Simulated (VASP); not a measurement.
AlN: relaxation of cell and atoms with LDA

The system is AlN.

```
CELL_PARAMETERS angstrom
3.08877 0.00000 0.00000
-1.54439 2.67495 0.00000
0.00000 0.00000 4.94326
ATOMIC_POSITIONS crystal
Al 0.33333 0.66667 0.99901
Al 0.66667 0.33333 0.49901
N 0.33333 0.66667 0.38099
N 0.66667 0.33333 0.88099
```

| Item | Value |
| --- | --- |
| Program | VASP 6.6.1 |
| Task | relaxation of cell and atoms |
| Functional | LDA |
| Potentials or basis | VASP PAW LDA potentials, release 64 (Al, N) |
| Cutoff | 600 eV |
| k mesh | 8 × 8 × 6 |
| Occupations | gaussian, width 0.01 eV |
| Spin | no spin polarisation |
| Target pressure | 2 GPa |
| Dipole correction | no |
| Further INCAR settings | ALGO = Normal; EDIFF = 1e-07; IBRION = 2; EDIFFG = -0.002; NSW = 100; ISIF = 3 |

| Property | Result |
| --- | --- |
| Relaxed volume | 10.14 Å³/atom |
| Relaxed cell | a = 3.082 Å, b = 3.082 Å, c = 4.930 Å, α = 90.00°, β = 90.00°, γ = 120.00° |
| Space group after relaxing (to 0.1 Å) | P6_3mc (No. 186) |
| Energy change on relaxing (the run minimises the enthalpy) | +0.5 meV/atom |
| Ionic steps | 8 |
| Pressure after relaxing | 2.0 GPa |
| Band gap on the k mesh | 4.48 eV |

The path:
```tsv
step	energy change (eV)	largest force (eV/Å)	pressure (GPa)	volume (Å³)
1	0.0000	0.0006	0.55	40.84
2	0.0068	0.0065	3.49	40.30
3	0.0022	0.0036	2.00	40.57
4	0.0022	0.0036	2.03	40.56
5	0.0022	0.0036	2.03	40.56
6	0.0022	0.0036	2.03	40.56
7	0.0021	0.0031	1.97	40.57
8	0.0022	0.0001	2.00	40.57
```

Final structure:
```yaml
crystal:
  lattice:
    - [3.08243, 0.00000, 0.00000]
    - [-1.54122, 2.66946, 0.00000]
    - [0.00000, 0.00000, 4.93023]
  atoms:
    - { symbol: Al, position: [0.33333, 0.66667, 0.99892] }
    - { symbol: Al, position: [0.66667, 0.33333, 0.49892] }
    - { symbol: N, position: [0.33333, 0.66667, 0.38108] }
    - { symbol: N, position: [0.66667, 0.33333, 0.88108] }
```

Levels at points of the mesh, in eV from the valence-band top:
```tsv
k point	band 4	band 5	band 6	band 7	band 8	band 9	band 10	band 11	band 12
(0.00, 0.00, 0.00)	-0.90	-0.90	-0.24	-0.24	0.00	4.48	6.78	10.71	11.14
(0.50, 0.00, 0.00)	-4.28	-3.46	-2.17	-1.85	-0.72	5.74	5.74	8.32	10.34
(0.00, 0.00, 0.50)	-3.38	-0.58	-0.58	-0.58	-0.58	6.66	6.66	10.37	10.37
(0.50, 0.00, 0.50)	-5.78	-1.52	-1.52	-1.41	-1.41	5.28	5.28	9.24	9.24
```

It took 2.6 min on 1 thread of Intel Xeon 8259CL, on a shared host, peak memory 0.16 GiB.

Caveat: the cell is relaxed towards a set pressure, so the run minimises the enthalpy, not the energy. LDA usually gives volumes a few per cent too small.
